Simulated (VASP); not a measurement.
# LiCaF3 (P4mm) in VASP: notebook

Runs on LiCaF3. Level: LDA. Tasks: single point.

All numbers are computed with VASP 6.6.1; they aren't measurements. Logs are shortened: lines on timing, memory, paths and dates and some standing lists are left out, and cuts for length are marked.

**1. The cell of the first run**

The structure is tetragonal, space group P4mm (No. 99). The conventional cell has a = 3.761 Å, b = 3.761 Å, c = 3.761 Å, α = 90.00°, β = 90.00°, γ = 90.00°. Within 2.4 Å of Li (site symmetry 4mm) lie 6 F at 1.79 to 1.97 Å. Within 3.4 Å of Ca (site symmetry 4mm) lie 12 F at 2.60 to 2.72 Å and 8 Li at 3.26 Å. Within 2.4 Å of F (site symmetry 4mm) lie 2 Li at 1.79 to 1.97 Å. F (site symmetry 2mm) has 2 Li at 1.88 Å and 4 Ca at 2.60 to 2.72 Å and 8 F at 2.66 Å within 2.8 Å.

**2. Single point, LDA**

File INCAR:

```
PREC = Accurate ; ENCUT = 520
EDIFF = 1E-6 ; ISMEAR = 0
SIGMA = 0.05 ; LREAL = False
LASPH = True ; NELM = 80
ALGO = Normal ; ISIF = 2
LWAVE = False ; LCHARG = False
NBANDS = 25
```

File KPOINTS:

```
Automatic mesh
0
Gamma
  6 6 6
```

File POSCAR:

```
LiCaF3
1.0
    3.7612440000      0.0000000000      0.0000000000
    0.0000000000      3.7612440000      0.0000000000
    0.0000000000      0.0000000000      3.7612440000
Li Ca F
1 1 3
Direct
    0.5000000000      0.5000000000      0.5000000000
    0.0000000000      0.0000000000      0.0000000000
   -0.0232635798      0.5000000000      0.5000000000
    0.4767364202      0.5000000000      0.0000000000
    0.4767364202      0.0000000000      0.5000000000
```

Potentials or basis: VASP PAW LDA potentials, release 64 (Li_sv, Ca_sv, F).

The run is started by

```
$ cat potpaw_LDA.64/Li_sv/POTCAR potpaw_LDA.64/Ca_sv/POTCAR potpaw_LDA.64/F/POTCAR > POTCAR
$ mpirun -np 1 vasp_std > vasp.out
```

OUTCAR:

```text
PREC = Accurate
   ENCUT = 520
   EDIFF = 1E-6
   ISMEAR = 0
   LREAL = False
   LASPH = True
   NELM = 80
   ISIF = 2

 ion  position               nearest neighbor table
   1  0.500  0.500  0.500-   3 1.79   4 1.88   5 1.88   4 1.88   5 1.88   3 1.97
   2  0.000  0.000  0.000-
   3  0.977  0.500  0.500-   1 1.79   1 1.97
   4  0.477  0.500  0.000-   1 1.88   1 1.88
   5  0.477  0.000  0.500-   1 1.88   1 1.88

  LATTYP: Found a simple cubic cell.
 ALAT       =     3.7612440000

  Lattice vectors:

 A1 = (   3.7612440000,   0.0000000000,   0.0000000000)
 A2 = (   0.0000000000,   3.7612440000,   0.0000000000)
 A3 = (   0.0000000000,   0.0000000000,   3.7612440000)

Analysis of symmetry for initial positions (statically):
=====================================================================
 Subroutine PRICEL returns:
 Original cell was already a primitive cell.

 Routine SETGRP: Setting up the symmetry group for a
 simple cubic supercell.

 Subroutine GETGRP returns: Found  8 space group operations
 (whereof  8 operations were pure point group operations)
 out of a pool of 48 trial point group operations.

The static configuration has the point symmetry C_4v.

Analysis of symmetry for dynamics (positions and initial velocities):
=====================================================================
 Subroutine PRICEL returns:
 Original cell was already a primitive cell.

 Routine SETGRP: Setting up the symmetry group for a
 simple cubic supercell.

 Subroutine GETGRP returns: Found  8 space group operations
 (whereof  8 operations were pure point group operations)
 out of a pool of 48 trial point group operations.

The dynamic configuration has the point symmetry C_4v.

 Subroutine INISYM returns: Found  8 space group operations
 (whereof  8 operations are pure point group operations),
 and found     1 'primitive' translations

----------------------------------------------------------------------------------------

                                     Primitive cell

  volume of cell :      53.2102

  direct lattice vectors                    reciprocal lattice vectors
     3.761244000  0.000000000  0.000000000     0.265869484  0.000000000  0.000000000
     0.000000000  3.761244000  0.000000000     0.000000000  0.265869484  0.000000000
     0.000000000  0.000000000  3.761244000     0.000000000  0.000000000  0.265869484

  length of vectors
     3.761244000  3.761244000  3.761244000     0.265869484  0.265869484  0.265869484

  position of ions in fractional coordinates (direct lattice)
     0.500000000  0.500000000  0.500000000
     0.000000000  0.000000000  0.000000000
     0.976736420  0.500000000  0.500000000
     0.476736420  0.500000000  0.000000000
     0.476736420  0.000000000  0.500000000

  ion indices of the primitive-cell ions
   primitive index   ion index
                 1           1
                 2           2
                 3           3
                 4           4
                 5           5

----------------------------------------------------------------------------------------

 KPOINTS: Automatic mesh

Automatic generation of k-mesh.
 Grid dimensions read from file:
 generate k-points for:    6    6    6

 Generating k-lattice:

  Cartesian coordinates                     Fractional coordinates (reciprocal lattice)
     0.044311581  0.000000000  0.000000000     0.166666667  0.000000000  0.000000000
     0.000000000  0.044311581  0.000000000     0.000000000  0.166666667  0.000000000
     0.000000000  0.000000000  0.044311581     0.000000000  0.000000000  0.166666667

  Length of vectors
     0.044311581  0.044311581  0.044311581

  Shift w.r.t. Gamma in fractional coordinates (k-lattice)
     0.000000000  0.000000000  0.000000000

 Subroutine IBZKPT returns following result:
 ===========================================

 Found     40 irreducible k-points:

 Following reciprocal coordinates:
            Coordinates               Weight
  0.000000  0.000000  0.000000      1.000000
  0.166667  0.000000  0.000000      2.000000
[... 52 lines left out ...]
  band No.  band energies     occupation
      1     -39.3458      2.00000
      2     -37.3982      2.00000
      3     -20.2470      2.00000
      4     -19.5528      2.00000
      5     -19.1918      2.00000
      6     -18.6090      2.00000
[... 17 lines left out ...]
     24      12.9663      0.00000
     25      16.7015      0.00000

 k-point     5 :       0.0000    0.3333    0.0000
  band No.  band energies     occupation
      1     -39.3458      2.00000
      2     -37.3982      2.00000
      3     -20.2434      2.00000
      4     -19.5589      2.00000
      5     -19.1958      2.00000
      6     -18.6090      2.00000
[... 17 lines left out ...]
     24      12.9875      0.00000
     25      16.6809      0.00000

 k-point     6 :       0.5000    0.0000    0.0000
  band No.  band energies     occupation
      1     -39.3445      2.00000
      2     -37.3958      2.00000
      3     -20.2708      2.00000
      4     -19.6268      2.00000
      5     -19.1863      2.00000
      6     -18.6043      2.00000
[... 17 lines left out ...]
     24      10.7432      0.00000
     25      16.6423      0.00000
[... 393 lines left out ...]
 k-point    21 :       0.5000    0.5000    0.0000
  band No.  band energies     occupation
      1     -39.3404      2.00000
      2     -37.3861      2.00000
      3     -19.9020      2.00000
      4     -19.8995      2.00000
      5     -19.5316      2.00000
      6     -18.5873      2.00000
[... 17 lines left out ...]
     24      11.7644      0.00000
     25      12.1226      0.00000

 k-point    22 :       0.0000    0.5000    0.5000
  band No.  band energies     occupation
      1     -39.3404      2.00000
      2     -37.3860      2.00000
      3     -19.9031      2.00000
      4     -19.9031      2.00000
      5     -19.5302      2.00000
      6     -18.5901      2.00000
[... 17 lines left out ...]
     24      11.7499      0.00000
     25      11.8366      0.00000

 k-point    23 :       0.1667    0.1667    0.1667
  band No.  band energies     occupation
      1     -39.3459      2.00000
      2     -37.3982      2.00000
      3     -20.1931      2.00000
      4     -19.4060      2.00000
      5     -19.4040      2.00000
      6     -18.5370      2.00000
[... 17 lines left out ...]
     24      15.2263      0.00000
     25      15.2785      0.00000

 k-point    24 :       0.3333    0.1667    0.1667
  band No.  band energies     occupation
      1     -39.3436      2.00000
      2     -37.3934      2.00000
      3     -20.1661      2.00000
      4     -19.6281      2.00000
      5     -19.3366      2.00000
      6     -18.5949      2.00000
[... 17 lines left out ...]
     24      13.1335      0.00000
     25      15.1935      0.00000

 [... further k-points ...]

------------------------ aborting loop because EDIFF is reached ----------------------------------------

  FORCE on cell =-STRESS in cart. coord.  units (eV):
  Direction    XX          YY          ZZ          XY          YZ          ZX
  --------------------------------------------------------------------------------------
  -------------------------------------------------------------------------------------
  Total       -2.8581710     -3.1312838     -3.1312838      0.0000000      0.0000000      0.0000000
  in kB      -86.0605804    -94.2841078    -94.2841078      0.0000000      0.0000000      0.0000000
  external PRESSURE =     -91.5429320 kB  Pullay stress =       0.0000000 kB

 VOLUME and BASIS-vectors are now :
 -----------------------------------------------------------------------------
  energy-cutoff  :      520.00
  volume of cell :       53.21
      direct lattice vectors                 reciprocal lattice vectors
     3.761244000  0.000000000  0.000000000     0.265869484  0.000000000  0.000000000
     0.000000000  3.761244000  0.000000000     0.000000000  0.265869484  0.000000000
     0.000000000  0.000000000  3.761244000     0.000000000  0.000000000  0.265869484

 POSITION                                       TOTAL-FORCE (eV/Angst)
 -----------------------------------------------------------------------------------
      1.88062      1.88062      1.88062        -0.402895     -0.000000      0.000000
      0.00000      0.00000      0.00000         0.171136     -0.000000      0.000000
      3.67374      1.88062      1.88062         0.358101     -0.000000     -0.000000
      1.79312      1.88062      0.00000        -0.063171      0.000000      0.000000
      1.79312      0.00000      1.88062        -0.063171      0.000000      0.000000
 -----------------------------------------------------------------------------------
    total drift:                               -0.001020     -0.000000     -0.000004

  FREE ENERGIE OF THE ION-ELECTRON SYSTEM (eV)
  ---------------------------------------------------
  free  energy   TOTEN  =       -28.5785691690 eV

  energy  without entropy=      -28.5785691690  energy(sigma->0) =      -28.57856917
```

Run time: 50 s. Hardware: 1 thread of Intel Xeon Platinum 8259CL at 2.50GHz (Skylake/Cascade Lake), shared host; peak memory 0.17 GiB.

Results:

- Free energy: -28.5786 eV
- Largest force: 0.403 eV/Å
- Band gap on the k mesh: 6.37 eV (least direct gap 6.49 eV)

Forces in eV/Å, atoms in the order of the input:
```
Li  -0.403  0.000  0.000
Ca   0.171  0.000  0.000
F    0.358  0.000  0.000
F   -0.063  0.000  0.000
F   -0.063  0.000  0.000
```

Levels at points of the mesh, in eV from the valence-band top:
```tsv
k point	band 13	band 14	band 15	band 16	band 17	band 18	band 19	band 20	band 21	band 22
(0.00, 0.00, 0.00)	-0.84	-0.84	-0.12	-0.12	-0.12	6.37	6.38	6.54	8.05	8.06
(0.50, 0.00, 0.00)	-1.21	-1.21	-1.20	-0.43	-0.43	7.50	7.57	8.20	8.84	8.84
(0.00, 0.50, 0.00)	-1.21	-1.20	-1.20	-0.43	-0.43	7.48	7.55	8.21	8.79	8.82
(0.50, 0.50, 0.00)	-1.47	-1.43	-1.42	-0.15	-0.06	7.86	8.04	8.79	8.80	9.12
(0.00, 0.50, 0.50)	-1.51	-1.39	-1.39	-0.14	-0.07	7.87	8.01	8.79	8.79	9.14
(0.50, 0.50, 0.50)	-0.14	-0.13	-0.01	0.00	0.00	7.41	7.41	7.41	8.90	8.91
```

Caveat: the cell differs from its parent crystal (all F atoms moved +0.087 Å, as atom 3 towards its neighbour atom 1 (Li) at 1.881 Å); the cutoff is under 1.25 times the usual one of these potentials, so pressure, stress and relaxed cells hold a basis-set (Pulay) error. A k mesh can miss the band edges.

**3. Single point, LDA**

File INCAR:

```
SYSTEM = LiCaF3
ALGO = Normal
EDIFF = 1E-6
ENCUT = 520
ISIF = 2
ISMEAR = 0
LASPH = .True.
LCHARG = .False.
LREAL = .False.
LWAVE = .False.
NBANDS = 25
NELM = 100
PREC = Accurate
SIGMA = 0.05
```

File KPOINTS:

```
k-points
0
Gamma
  6 6 6
  0 0 0
```

File POSCAR:

```
LiCaF3
1.0
    3.7612440000      0.0000000000      0.0000000000
    0.0000000000      3.7612440000      0.0000000000
    0.0000000000      0.0000000000      3.7612440000
Li Ca F
1 1 3
Direct
    0.5000000000      0.5000000000      0.5000000000
    0.0000000000      0.0000000000      0.0000000000
   -0.0166168427      0.5000000000      0.5000000000
    0.4833831573      0.5000000000      0.0000000000
    0.4833831573      0.0000000000      0.5000000000
```

Potentials or basis: VASP PAW LDA potentials, release 64 (Li_sv, Ca_sv, F).

The run is started by

```
$ cat potpaw_LDA.64/Li_sv/POTCAR potpaw_LDA.64/Ca_sv/POTCAR potpaw_LDA.64/F/POTCAR > POTCAR
$ mpirun -np 1 vasp_std > vasp.out
```

Run time: 36 s. Hardware: 1 thread of Intel Xeon Platinum 8259CL at 2.50GHz (Skylake/Cascade Lake), shared host; peak memory 0.18 GiB.

It converged, with:

* Free energy: -28.5834 eV
* Largest force: 0.280 eV/Å
* Band gap on the k mesh: 6.36 eV (least direct gap 6.48 eV)

Forces on the atoms (eV/Å):
```
Li  -0.280  0.000  0.000
Ca   0.123  0.000  0.000
F    0.249  0.000  0.000
F   -0.046  0.000  0.000
F   -0.046  0.000  0.000
```

Levels at points of the mesh, in eV from the valence-band top:
| k point | band 13 | band 14 | band 15 | band 16 | band 17 | band 18 | band 19 | band 20 | band 21 | band 22 |
| --- | --- | --- | --- | --- | --- | --- | --- | --- | --- | --- |
| (0.00, 0.00, 0.00) | -0.84 | -0.84 | -0.12 | -0.12 | -0.12 | 6.36 | 6.36 | 6.54 | 8.04 | 8.04 |
| (0.50, 0.00, 0.00) | -1.21 | -1.21 | -1.20 | -0.43 | -0.43 | 7.48 | 7.56 | 8.20 | 8.83 | 8.83 |
| (0.00, 0.50, 0.00) | -1.21 | -1.21 | -1.20 | -0.43 | -0.43 | 7.47 | 7.55 | 8.20 | 8.80 | 8.82 |
| (0.50, 0.50, 0.00) | -1.48 | -1.43 | -1.42 | -0.15 | -0.06 | 7.85 | 8.03 | 8.79 | 8.79 | 9.12 |
| (0.00, 0.50, 0.50) | -1.50 | -1.41 | -1.41 | -0.14 | -0.07 | 7.86 | 8.01 | 8.78 | 8.78 | 9.13 |
| (0.50, 0.50, 0.50) | -0.14 | -0.13 | 0.00 | 0.00 | 0.00 | 7.40 | 7.40 | 7.40 | 8.89 | 8.90 |

Caveat: the cell differs from its parent crystal (all F atoms moved +0.062 Å, as atom 3 towards its neighbour atom 1 (Li) at 1.881 Å); the cutoff is under 1.25 times the usual one of these potentials, so pressure, stress and relaxed cells hold a basis-set (Pulay) error. A k mesh can miss the band edges.

**4. Single point, LDA**

File INCAR:

```
SYSTEM = LiCaF3
PREC = Accurate
ENCUT = 520
EDIFF = 1E-6
ISMEAR = 0
SIGMA = 0.05
LREAL = .FALSE.
LASPH = .TRUE.
NELM = 80
ALGO = Normal
ISIF = 2
LWAVE = .FALSE.
LCHARG = .TRUE.
LELF = .TRUE.
LVHAR = .TRUE.
NBANDS = 25
```

File KPOINTS:

```
regular mesh
0
G
  6 6 6
  0 0 0
```

File POSCAR:

```
LiCaF3
1.0
    3.7612440000      0.0000000000      0.0000000000
    0.0000000000      3.7612440000      0.0000000000
    0.0000000000      0.0000000000      3.7612440000
Li Ca F
1 1 3
Direct
    0.5000000000      0.5000000000      0.5000000000
    0.0000000000      0.0000000000      0.0000000000
   -0.0099701056      0.5000000000      0.5000000000
    0.4900298944      0.5000000000      0.0000000000
    0.4900298944      0.0000000000      0.5000000000
```

The run is started by

```
$ cat potpaw_LDA.64/Li_sv/POTCAR potpaw_LDA.64/Ca_sv/POTCAR potpaw_LDA.64/F/POTCAR > POTCAR
$ mpirun -np 1 vasp_std > vasp.out
```

It took 37 s on 1 thread of Intel Xeon Platinum 8259CL at 2.50GHz (Skylake/Cascade Lake), shared host; peak memory 0.17 GiB.

It converged, with:

```
Free energy            : -28.5865 eV
Largest force          : 0.165 eV/Å
Band gap on the k mesh : 6.35 eV (least direct gap 6.47 eV)
```

Forces on the atoms (eV/Å):
```
Li  -0.165  0.000  0.000
Ca   0.075  0.000  0.000
F    0.146  0.000  0.000
F   -0.028  0.000  0.000
F   -0.028  0.000  0.000
```

Levels at points of the mesh, in eV from the valence-band top:
| k point | band 15 | band 16 | band 17 | band 18 | band 19 | band 20 |
| --- | --- | --- | --- | --- | --- | --- |
| (0.00, 0.00, 0.00) | -0.12 | -0.12 | -0.12 | 6.35 | 6.35 | 6.54 |
| (0.50, 0.00, 0.00) | -1.20 | -0.43 | -0.43 | 7.47 | 7.55 | 8.19 |
| (0.00, 0.50, 0.00) | -1.20 | -0.43 | -0.43 | 7.47 | 7.54 | 8.19 |
| (0.50, 0.50, 0.00) | -1.42 | -0.15 | -0.06 | 7.85 | 8.02 | 8.78 |
| (0.00, 0.50, 0.50) | -1.42 | -0.14 | -0.06 | 7.86 | 8.01 | 8.78 |
| (0.50, 0.50, 0.50) | 0.00 | 0.00 | 0.00 | 7.39 | 7.39 | 7.39 |

Caveat: the cell differs from its parent crystal (all F atoms moved +0.037 Å, as atom 3 towards its neighbour atom 1 (Li) at 1.881 Å); the cutoff is under 1.25 times the usual one of these potentials, so pressure, stress and relaxed cells hold a basis-set (Pulay) error.

**5. Single point, LDA**

File INCAR:

```
SYSTEM = LiCaF3
ALGO     = Normal         ! electronic algorithm
EDIFF    = 1E-6           ! SCF threshold, eV
ENCUT    = 520            ! plane-wave cutoff, eV
ISIF     = 2              ! what is computed and relaxed
ISMEAR   = 0              ! smearing method
LASPH    = .TRUE.         ! aspherical terms in the spheres
LCHARG   = .FALSE.        ! write CHGCAR
LREAL    = .FALSE.        ! projectors in reciprocal space
LWAVE    = .FALSE.        ! write WAVECAR
NBANDS   = 25             ! bands
NELM     = 100            ! most SCF steps
PREC     = Accurate       ! precision mode
SIGMA    = 0.05           ! smearing width, eV
```

File KPOINTS:

```
k-points
0
G
  6 6 6
  0 0 0
```

File POSCAR:

```
LiCaF3
1.0
    3.7612440000      0.0000000000      0.0000000000
    0.0000000000      3.7612440000      0.0000000000
    0.0000000000      0.0000000000      3.7612440000
Li Ca F
1 1 3
Direct
    0.5000000000      0.5000000000      0.5000000000
    0.0000000000      0.0000000000      0.0000000000
   -0.0033233685      0.5000000000      0.5000000000
    0.4966766315      0.5000000000      0.0000000000
    0.4966766315      0.0000000000      0.5000000000
```

The run is started by

```
$ cat potpaw_LDA.64/Li_sv/POTCAR potpaw_LDA.64/Ca_sv/POTCAR potpaw_LDA.64/F/POTCAR > POTCAR
$ mpirun -np 1 vasp_std > vasp.out
```

Wall time 36 s (1 thread of Intel Xeon Platinum 8259CL at 2.50GHz (Skylake/Cascade Lake), shared host); peak memory 0.17 GiB.

It converged, with:

```
Free energy            : -28.5880 eV
Largest force          : 0.054 eV/Å
Band gap on the k mesh : 6.35 eV (least direct gap 6.47 eV)
```

Forces on the atoms (eV/Å):
```
Li  -0.054  0.000  0.000
Ca   0.025  0.000  0.000
F    0.048  0.000  0.000
F   -0.009  0.000  0.000
F   -0.009  0.000  0.000
```

Levels at points of the mesh, in eV from the valence-band top:
| k point | band 13 | band 14 | band 15 | band 16 | band 17 | band 18 | band 19 | band 20 | band 21 | band 22 |
| --- | --- | --- | --- | --- | --- | --- | --- | --- | --- | --- |
| (0.00, 0.00, 0.00) | -0.83 | -0.83 | -0.12 | -0.12 | -0.12 | 6.35 | 6.35 | 6.54 | 8.03 | 8.03 |
| (0.50, 0.00, 0.00) | -1.21 | -1.21 | -1.20 | -0.43 | -0.43 | 7.47 | 7.54 | 8.19 | 8.81 | 8.81 |
| (0.00, 0.50, 0.00) | -1.21 | -1.21 | -1.20 | -0.43 | -0.43 | 7.47 | 7.54 | 8.19 | 8.81 | 8.81 |
| (0.50, 0.50, 0.00) | -1.48 | -1.43 | -1.43 | -0.15 | -0.06 | 7.85 | 8.01 | 8.78 | 8.78 | 9.11 |
| (0.00, 0.50, 0.50) | -1.48 | -1.42 | -1.42 | -0.15 | -0.06 | 7.85 | 8.01 | 8.78 | 8.78 | 9.11 |
| (0.50, 0.50, 0.50) | -0.13 | -0.13 | 0.00 | 0.00 | 0.00 | 7.39 | 7.39 | 7.39 | 8.89 | 8.89 |

Caveat: the cell differs from its parent crystal (all F atoms moved +0.013 Å, as atom 3 towards its neighbour atom 1 (Li) at 1.881 Å); the cutoff is under 1.25 times the usual one of these potentials, so pressure, stress and relaxed cells hold a basis-set (Pulay) error. A k mesh can miss the band edges.

**6. Summary**

| cell | gap on the mesh (eV) | largest force (eV/Å) |
| --- | --- | --- |
| as given, atomic positions A | 6.37 | 0.40 |
| as given, atomic positions B | 6.36 | 0.28 |
| as given, atomic positions C | 6.35 | 0.17 |
| as given, atomic positions D | 6.35 | 0.05 |

Alike in all rows: task single point; level LDA; potentials or basis VASP PAW LDA potentials, release 64 (Li_sv, Ca_sv, F); no spin polarisation; k mesh 6 × 6 × 6; cutoff (eV) 520; smearing gaussian 0.05 eV.

Caveats: the cutoff is under 1.25 times the usual one of these potentials, so pressure, stress and relaxed cells hold a basis-set (Pulay) error.

Total energies depend on the potentials used, so only differences within one code and one set of settings carry meaning.
